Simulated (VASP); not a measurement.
# ScF3 (P4/mmm) in VASP: notebook

Runs on ScF3. Level: LDA. Tasks: single point.

Everything below comes from runs of VASP 6.6.1. Logs are shortened: lines on timing, memory, paths and dates and some standing lists are left out, and cuts for length are marked.

## (1) The cell of the first run

Symmetry: P4/mmm, No. 123, tetragonal system. Conventional cell: a = 4.067 Å, b = 4.067 Å, c = 3.905 Å, α = 90.00°, β = 90.00°, γ = 90.00°. Sc (site symmetry 4/mmm) has 6 F at 1.95 to 2.03 Å within 2.6 Å. F (site symmetry mmm) has 2 Sc at 2.03 Å within 2.7 Å. F (site symmetry 4/mmm) has 2 Sc at 1.95 Å within 2.6 Å.

## (2) Single point, LDA

INCAR

```
ALGO = Normal
EDIFF = 1E-6
ENCUT = 520
GGA = CA
ISIF = 2
ISMEAR = 0
LASPH = True
LCHARG = False
LREAL = False
LWAVE = False
NBANDS = 24
NELM = 100
PREC = Accurate
SIGMA = 0.05
```

KPOINTS

```
k-points
0
Gamma
  6 6 6
```

POSCAR

```
ScF3
1.0
    4.0674218995      0.0000000000      0.0000000000
    0.0000000000      4.0674218995      0.0000000000
    0.0000000000      0.0000000000      3.9047250235
Sc F
1 3
Direct
    0.0000000000      0.0000000000      0.0000000000
    0.5000000000      0.0000000000      0.0000000000
    0.0000000000      0.5000000000      0.0000000000
    0.0000000000      0.0000000000      0.5000000000
```

Potentials or basis: VASP PAW LDA potentials, release 64 (Sc_sv, F).

On the command line:

```bash
> cat potpaw_LDA.64/Sc_sv/POTCAR potpaw_LDA.64/F/POTCAR > POTCAR
> mpirun -np 1 vasp_std > vasp.out
```

OUTCAR:

```text
EDIFF = 1E-6
   ENCUT = 520
   GGA = CA
   ISIF = 2
   ISMEAR = 0
   LASPH = True
   LREAL = False
   NELM = 100
   PREC = Accurate

 ion  position               nearest neighbor table
   1  0.000  0.000  0.000-   4 1.95   4 1.95   2 2.03   3 2.03   3 2.03   2 2.03
   2  0.500  0.000  0.000-   1 2.03   1 2.03
   3  0.000  0.500  0.000-   1 2.03   1 2.03
   4  0.000  0.000  0.500-   1 1.95   1 1.95

  LATTYP: Found a simple tetragonal cell.
 ALAT       =     4.0674218995
 C/A-ratio  =     0.9600000000

  Lattice vectors:

 A1 = (   4.0674218995,   0.0000000000,   0.0000000000)
 A2 = (   0.0000000000,   4.0674218995,   0.0000000000)
 A3 = (   0.0000000000,   0.0000000000,   3.9047250235)

Analysis of symmetry for initial positions (statically):
=====================================================================
 Subroutine PRICEL returns:
 Original cell was already a primitive cell.

 Routine SETGRP: Setting up the symmetry group for a
 simple tetragonal supercell.

 Subroutine GETGRP returns: Found 16 space group operations
 (whereof 16 operations were pure point group operations)
 out of a pool of 16 trial point group operations.

The static configuration has the point symmetry D_4h.

Analysis of symmetry for dynamics (positions and initial velocities):
=====================================================================
 Subroutine PRICEL returns:
 Original cell was already a primitive cell.

 Routine SETGRP: Setting up the symmetry group for a
 simple tetragonal supercell.

 Subroutine GETGRP returns: Found 16 space group operations
 (whereof 16 operations were pure point group operations)
 out of a pool of 16 trial point group operations.

The dynamic configuration has the point symmetry D_4h.

 Subroutine INISYM returns: Found 16 space group operations
 (whereof 16 operations are pure point group operations),
 and found     1 'primitive' translations

----------------------------------------------------------------------------------------

                                     Primitive cell

  volume of cell :      64.5995

  direct lattice vectors                    reciprocal lattice vectors
     4.067421900  0.000000000  0.000000000     0.245855981  0.000000000  0.000000000
     0.000000000  4.067421900  0.000000000     0.000000000  0.245855981  0.000000000
     0.000000000  0.000000000  3.904725024     0.000000000  0.000000000  0.256099980

  length of vectors
     4.067421900  4.067421900  3.904725024     0.245855981  0.245855981  0.256099980

  position of ions in fractional coordinates (direct lattice)
     0.000000000  0.000000000  0.000000000
     0.500000000  0.000000000  0.000000000
     0.000000000  0.500000000  0.000000000
     0.000000000  0.000000000  0.500000000

  ion indices of the primitive-cell ions
   primitive index   ion index
                 1           1
                 2           2
                 3           3
                 4           4

----------------------------------------------------------------------------------------

 KPOINTS: k-points

Automatic generation of k-mesh.
 Grid dimensions read from file:
 generate k-points for:    6    6    6

 Generating k-lattice:

  Cartesian coordinates                     Fractional coordinates (reciprocal lattice)
     0.040975997  0.000000000  0.000000000     0.166666667  0.000000000  0.000000000
     0.000000000  0.040975997  0.000000000     0.000000000  0.166666667  0.000000000
     0.000000000  0.000000000  0.042683330     0.000000000  0.000000000  0.166666667

  Length of vectors
     0.040975997  0.040975997  0.042683330

  Shift w.r.t. Gamma in fractional coordinates (k-lattice)
     0.000000000  0.000000000  0.000000000

 Subroutine IBZKPT returns following result:
 ===========================================

 Found     40 irreducible k-points:

 Following reciprocal coordinates:
            Coordinates               Weight
  0.000000  0.000000  0.000000      1.000000
  0.166667  0.000000  0.000000      4.000000
  0.333333  0.000000  0.000000      4.000000
  0.500000  0.000000  0.000000      2.000000
  0.166667  0.166667  0.000000      4.000000
  0.333333  0.166667  0.000000      8.000000
[... 16 lines left out ...]
  0.333333  0.000000  0.333333      8.000000
  0.500000  0.000000  0.333333      4.000000
 [... further k-points ...]
   k-points           NKPTS =     40   k-points in BZ     NKDIM =     40   number of bands    NBANDS=     24
   number of dos      NEDOS =    301   number of ions     NIONS =      4
   total plane-waves  NPLWV =  27000
   dimension x,y,z NGX =    30 NGY =   30 NGZ =   30
   dimension x,y,z NGXF=    60 NGYF=   60 NGZF=   60
   ions per type =               1   3
   NGX,Y,Z   is equivalent  to a cutoff of  12.26, 12.26, 12.77 a.u.
   NGXF,Y,Z  is equivalent  to a cutoff of  24.52, 24.52, 25.55 a.u.
 SYSTEM =  unknown system
   PREC   = accura    normal or accurate (medium, high low for compatibility)
   ISTART =      0    job   : 0-new  1-cont  2-samecut
   ICHARG =      2    charge: 1-file 2-atom 10-const
   ISPIN  =      1    spin polarized calculation?
   LNONCOLLINEAR =      F non collinear calculations
   LSORBIT =      F    spin-orbit coupling
   LASPH  =      T    aspherical Exc in radial PAW
   ENCUT  =  520.0 eV  38.22 Ry    6.18 a.u.   7.56  7.56  7.26*2*pi/ulx,y,z
   NELM   =    100;   NELMIN=  2; NELMDL= -5     # of ELM steps
   EDIFF  = 0.1E-05   stopping-criterion for ELM
   LREAL  =      F    real-space projection
   EDIFFG = 0.1E-04   stopping-criterion for IOM
   NSW    =      0    number of steps for IOM
   IBRION =     -1    ionic relax: 0-MD 1-quasi-New 2-CG
   NFREE  =      0    steps in history (QN), initial steepest desc. (CG)
   ISIF   =      2    stress and relaxation
   ISYM   =      2    0-nonsym 1-usesym 2-fastsym
   POTIM  = 0.5000    time-step for ionic-motion
   TEBEG  =    0.0;   TEEND  =   0.0 temperature during run
   PSTRESS=    0.0 pullay stress
   NELECT =      32.0000    total number of electrons
   NUPDOWN=      -1.0000    fix difference up-down
   EMIN   =  10.00;   EMAX   =-10.00  energy-range for DOS
   EFERMI =   0.00;   METHOD = LEGACY
   ISMEAR =     0;   SIGMA  =   0.05  broadening in eV -4-tet -1-fermi 0-gaus
   EFERMI_NEDOS =   21; number of points for ismear=-14 and -15
   IALGO  =     38    algorithm
   IMIX   =      4    mixing-type and parameters
     AMIX     =   0.40;   BMIX     =  1.00
     AMIX_MAG =   1.60;   BMIX_MAG =  1.00
  volume/ion in A,a.u.               =      16.15       108.98
  Fermi-wavevector in a.u.,A,eV,Ry     =   1.295334  2.447827 22.829091  1.677891
  Thomas-Fermi vector in A             =   2.426861
   LORBIT       =      0    0 simple, 1 ext, 2 COOP (PROOUT), +10 PAW based schemes
   GGA     = CA    functional components
   LHFCALC =     F    Hartree Fock is set to
   AEXX    =    0.0000 exact exchange contribution
   IVDW    =     0    specifies the selected vdW correction
   LEPSILON=     F    determine dielectric tensor
   LRPA    =     F    only Hartree local field effects (RPA)
 non-spin polarized calculation
 Gauss-broadening in eV      SIGMA  =   0.05
  energy-cutoff  :      520.00
  volume of cell :       64.60
 maximum number of plane-waves:      1763
   NGX = 15   NGY = 15   NGZ = 15

 number of electron      31.9999990 magnetization

 Free energy of the ion-electron system (eV)
  ---------------------------------------------------
  ext. energy  EPLUGINS =         0.00000000
  ---------------------------------------------------
  free energy    TOTEN  =       -29.52324208 eV

  energy without entropy =      -29.52324208  energy(sigma->0) =      -29.52324208

 E-fermi :  -3.4933     XC(G=0):  -8.8737

 val. band max:       -3.7313527950   @ k =   0.5000   0.5000   0.5000
 cond. band min:       2.3120403728   @ k =   0.0000   0.0000   0.0000
 fundamental gap:      6.0433931678
 Fermi energy:        -3.4933079069

 k-point     1 :       0.0000    0.0000    0.0000
  band No.  band energies     occupation
      1     -49.1445      2.00000
      2     -28.2647      2.00000
      3     -28.1465      2.00000
      4     -28.1465      2.00000
      5     -23.7991      2.00000
      6     -23.1897      2.00000
[... 16 lines left out ...]
     23      11.9066      0.00000
     24      12.0635      0.00000

 k-point     2 :       0.1667    0.0000    0.0000
  band No.  band energies     occupation
      1     -49.1434      2.00000
      2     -28.2637      2.00000
      3     -28.2453      2.00000
      4     -28.1456      2.00000
      5     -23.7908      2.00000
      6     -23.1343      2.00000
[... 16 lines left out ...]
     23      10.3411      0.00000
     24      12.2681      0.00000

 k-point     3 :       0.3333    0.0000    0.0000
  band No.  band energies     occupation
      1     -49.1414      2.00000
      2     -28.4265      2.00000
      3     -28.2619      2.00000
      4     -28.1437      2.00000
      5     -23.7805      2.00000
      6     -23.1132      2.00000
[... 16 lines left out ...]
     23       8.5575      0.00000
     24      12.8681      0.00000

 k-point     4 :       0.5000    0.0000    0.0000
  band No.  band energies     occupation
      1     -49.1403      2.00000
      2     -28.5104      2.00000
      3     -28.2609      2.00000
      4     -28.1427      2.00000
      5     -23.7770      2.00000
      6     -23.1092      2.00000
[... 16 lines left out ...]
     23       7.4603      0.00000
     24      13.2276      0.00000

 k-point     5 :       0.1667    0.1667    0.0000
  band No.  band energies     occupation
      1     -49.1424      2.00000
      2     -28.2628      2.00000
      3     -28.2453      2.00000
      4     -28.2433      2.00000
      5     -23.7832      2.00000
      6     -22.9816      2.00000
[... 451 lines left out ...]
 k-point    22 :       0.1667    0.0000    0.3333
  band No.  band energies     occupation
      1     -49.1374      2.00000
      2     -28.7434      2.00000
      3     -28.2398      2.00000
      4     -28.1404      2.00000
      5     -23.1590      2.00000
      6     -22.9018      2.00000
[... 16 lines left out ...]
     23       9.1437      0.00000
     24      11.2706      0.00000

 k-point    23 :       0.3333    0.0000    0.3333
  band No.  band energies     occupation
      1     -49.1353      2.00000
      2     -28.7410      2.00000
      3     -28.4205      2.00000
      4     -28.1385      2.00000
      5     -23.1294      2.00000
      6     -22.8241      2.00000
[... 16 lines left out ...]
     23       9.3131      0.00000
     24       9.8660      0.00000

 k-point    24 :       0.5000    0.0000    0.3333
  band No.  band energies     occupation
      1     -49.1343      2.00000
      2     -28.7398      2.00000
      3     -28.5041      2.00000
      4     -28.1376      2.00000
      5     -23.1240      2.00000
      6     -22.8222      2.00000
[... 16 lines left out ...]
     23       8.2686      0.00000
     24      10.2322      0.00000

 [... further k-points ...]

------------------------ aborting loop because EDIFF is reached ----------------------------------------

  FORCE on cell =-STRESS in cart. coord.  units (eV):
  Direction    XX          YY          ZZ          XY          YZ          ZX
  --------------------------------------------------------------------------------------
  -------------------------------------------------------------------------------------
  Total       -2.1450902     -2.1450902      2.0581401      0.0000000      0.0000000      0.0000000
  in kB      -53.2019112    -53.2019112     51.0453998      0.0000000      0.0000000      0.0000000
  external PRESSURE =     -18.4528076 kB  Pullay stress =       0.0000000 kB

 VOLUME and BASIS-vectors are now :
 -----------------------------------------------------------------------------
  energy-cutoff  :      520.00
  volume of cell :       64.60
      direct lattice vectors                 reciprocal lattice vectors
     4.067421900  0.000000000  0.000000000     0.245855981  0.000000000  0.000000000
     0.000000000  4.067421900  0.000000000     0.000000000  0.245855981  0.000000000
     0.000000000  0.000000000  3.904725024     0.000000000  0.000000000  0.256099980

 POSITION                                       TOTAL-FORCE (eV/Angst)
 -----------------------------------------------------------------------------------
      0.00000      0.00000      0.00000         0.000000      0.000000      0.000000
      2.03371      0.00000      0.00000         0.000000      0.000000      0.000000
      0.00000      2.03371      0.00000         0.000000      0.000000      0.000000
      0.00000      0.00000      1.95236         0.000000      0.000000      0.000000
 -----------------------------------------------------------------------------------
    total drift:                                0.000000      0.000000      0.000000

  FREE ENERGIE OF THE ION-ELECTRON SYSTEM (eV)
  ---------------------------------------------------
  free  energy   TOTEN  =       -29.5232420828 eV

  energy  without entropy=      -29.5232420828  energy(sigma->0) =      -29.52324208
```

It took 29 s on 1 thread of Intel Xeon 6975P-C (Granite Rapids), shared host; peak memory 0.17 GiB.

What came out:

```yaml
Free_energy: -29.5232 eV
Pressure: -1.8 GPa
Band_gap_on_the_k_mesh: 6.04 eV, indirect (least direct gap 6.58 eV)
```

Stress tensor (GPa, compression positive):
```
-5.32  0.00  0.00
 0.00 -5.32  0.00
 0.00  0.00  5.10
```

Levels at points of the mesh, in eV from the valence-band top:
| k point | band 12 | band 13 | band 14 | band 15 | band 16 | band 17 | band 18 | band 19 | band 20 | band 21 |
| --- | --- | --- | --- | --- | --- | --- | --- | --- | --- | --- |
| (0.00, 0.00, 0.00) | -0.90 | -0.61 | -0.54 | -0.53 | -0.53 | 6.04 | 6.04 | 6.06 | 7.40 | 7.69 |
| (0.50, 0.00, 0.00) | -1.11 | -1.08 | -0.85 | -0.82 | -0.57 | 6.08 | 6.89 | 6.92 | 7.87 | 9.06 |
| (0.50, 0.50, 0.00) | -1.45 | -1.45 | -1.06 | -1.06 | -0.01 | 6.92 | 6.92 | 7.56 | 8.72 | 10.37 |
| (0.00, 0.00, 0.50) | -1.53 | -1.24 | -0.70 | -0.52 | -0.52 | 6.12 | 7.12 | 7.12 | 7.73 | 9.06 |
| (0.50, 0.00, 0.50) | -1.33 | -1.08 | -0.95 | -0.90 | -0.18 | 6.97 | 7.16 | 7.73 | 8.40 | 10.77 |
| (0.50, 0.50, 0.50) | -2.63 | -2.16 | -0.18 | -0.18 | 0.00 | 7.61 | 7.77 | 7.77 | 10.38 | 10.91 |

## (3) Single point, LDA

This run uses another cell than the first one, of the same volume but with other edges.

INCAR

```
SYSTEM = ScF3
PREC     = Accurate       ! precision mode
ENCUT    = 520            ! plane-wave cutoff, eV
EDIFF    = 1E-6           ! SCF threshold, eV
ISMEAR   = 0              ! smearing method
SIGMA    = 0.05           ! smearing width, eV
LREAL    = .FALSE.        ! projectors in reciprocal space
LASPH    = .TRUE.         ! aspherical terms in the spheres
NELM     = 60             ! most SCF steps
ALGO     = Normal         ! electronic algorithm
ISIF     = 2              ! what is computed and relaxed
LWAVE    = .FALSE.        ! write WAVECAR
LCHARG   = .TRUE.         ! write CHGCAR
GGA      = CA             ! functional
LELF     = .TRUE.         ! ELF
LVHAR    = .TRUE.       
NBANDS   = 24             ! bands
```

KPOINTS

```
Automatic mesh
0
G
  6 6 6
  0 0 0
```

POSCAR

```
ScF3
1.0
    3.9477217457      0.0000000000      0.0000000000
    0.0000000000      3.9477217457      0.0000000000
    0.0000000000      0.0000000000      4.1451078329
Sc F
1 3
Direct
    0.0000000000      0.0000000000      0.0000000000
    0.5000000000      0.0000000000      0.0000000000
    0.0000000000      0.5000000000      0.0000000000
    0.0000000000      0.0000000000      0.5000000000
```

Potentials or basis: VASP PAW LDA potentials, release 64 (Sc_sv, F).

On the command line:

```bash
> cat potpaw_LDA.64/Sc_sv/POTCAR potpaw_LDA.64/F/POTCAR > POTCAR
> mpirun -np 1 vasp_std > vasp.out
```

It took 31 s on 1 thread of Intel Xeon 6975P-C (Granite Rapids), shared host; peak memory 0.18 GiB.

It converged, with:

```yaml
Free_energy: -29.5050 eV
Pressure: -1.8 GPa
Band_gap_on_the_k_mesh: 6.05 eV, indirect (least direct gap 6.39 eV)
```

Stress tensor (GPa, compression positive):
```
 1.89  0.00  0.00
 0.00  1.89  0.00
 0.00  0.00 -9.25
```

Levels at points of the mesh, in eV from the valence-band top:
```csv
k point,band 14,band 15,band 16,band 17,band 18,band 19
"(0.00, 0.00, 0.00)",-0.61,-0.35,-0.35,6.05,6.07,6.07
"(0.50, 0.00, 0.00)",-0.69,-0.61,-0.34,6.12,7.06,7.08
"(0.50, 0.50, 0.00)",-0.67,-0.67,-0.29,7.13,7.13,7.81
"(0.00, 0.00, 0.50)",-0.85,-0.79,-0.79,6.07,6.83,6.83
"(0.50, 0.00, 0.50)",-1.28,-0.76,-0.01,6.87,7.09,7.63
"(0.50, 0.50, 0.50)",-0.29,0.00,0.00,7.68,7.68,7.84
```
